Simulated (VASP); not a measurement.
Runs of VASP 6.6.1 on CuI. The structure is that of space group P6_3/mmc (No. 194), or close to it. The cells are those of the table. 

```csv
level,cell,gap on the mesh (eV),pressure (GPa)
PBE,"a = 4.346, b = 4.346, c = 8.014 Å, angles 90.0, 90.0, 120.0°, 4 atoms",1.24,1.1
PBE,"a = 4.476, b = 4.476, c = 8.255 Å, angles 90.0, 90.0, 120.0°, 4 atoms",1.03,-1.5
r2SCAN,"a = 4.376, b = 4.376, c = 7.254 Å, angles 90.0, 90.0, 120.0°, 4 atoms",1.66,-0.1
r2SCAN,"a = 4.419, b = 4.419, c = 7.326 Å, angles 90.0, 90.0, 120.0°, 4 atoms",1.58,-1.1
r2SCAN,"a = 4.331, b = 4.331, c = 7.181 Å, angles 90.0, 90.0, 120.0°, 4 atoms",1.71,1.2
PBE,"a = 4.390, b = 4.390, c = 8.096 Å, angles 90.0, 90.0, 120.0°, 4 atoms",1.16,0.0
r2SCAN,"a = 4.286, b = 4.286, c = 7.106 Å, angles 90.0, 90.0, 120.0°, 4 atoms",1.75,2.7
PBE,"a = 4.376, b = 4.376, c = 7.254 Å, angles 90.0, 90.0, 120.0°, 4 atoms",1.23,1.1
r2SCAN,"a = 4.461, b = 4.461, c = 7.396 Å, angles 90.0, 90.0, 120.0°, 4 atoms",(a),(b)
PBE,"a = 4.300, b = 4.300, c = 7.930 Å, angles 90.0, 90.0, 120.0°, 4 atoms",1.32,2.3
PBE,"a = 4.434, b = 4.434, c = 8.176 Å, angles 90.0, 90.0, 120.0°, 4 atoms",1.10,-0.8
```

Alike in all rows: task single point; potentials or basis VASP PAW PBE potentials, release 64 (Cu, I); no spin polarisation; k mesh 6 × 6 × 4; cutoff (eV) 520; smearing gaussian 0.01 eV.

Question: Estimate the missing entries.

Answer: (a) 1.50; (b) -1.9.

Caveats: spin-orbit coupling is left out, which moves the levels of the heavy elements; the PAW data sets were made with another functional, which shifts forces and pressure a little (at least some runs).

A k mesh can miss the band edges, and the runs leave out spin-orbit coupling on I.
